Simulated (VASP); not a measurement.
Here is a VASP 6.6.1 calculation.

File INCAR:

```
SYSTEM = Sr
  ALGO = Normal
  EDIFF = 1E-6
  ENCUT = 520
  GGA = PE
  ISIF = 2
  ISMEAR = 0
  LASPH = .TRUE.
  LCHARG = .TRUE.
  LELF = .TRUE.
  LREAL = .FALSE.
  LVHAR = .TRUE.
  LWAVE = .FALSE.
  NBANDS = 11
  NELM = 100
  PREC = Accurate
  SIGMA = 0.05
```

The input KPOINTS:

```
k-points
0
G
  6 6 8
  0 0 0
```

The input POSCAR:

```
Sr
1.0
   10.8740178720      0.0000000000      0.0000000000
   -5.4370089360      9.4171757183      0.0000000000
    0.0000000000      0.0000000000      4.5080309702
Sr
1
Direct
    0.0000000000      0.0000000000      0.0000000000
```

Potentials or basis: VASP PAW PBE potentials, release 64 (Sr_sv).

The run is started by

```sh
$ cat potpaw_PBE.64/Sr_sv/POTCAR > POTCAR
$ mpirun -np 1 vasp_std > vasp.out
```

Problem. Estimate the band gap on the k mesh.

Solution. 0.34 eV, indirect (least direct gap 0.36 eV).

Problem. Estimate the pressure.

Solution. 0.0 GPa.

Caveat: the cell differs from its parent crystal (strained). A k mesh can miss the band edges.
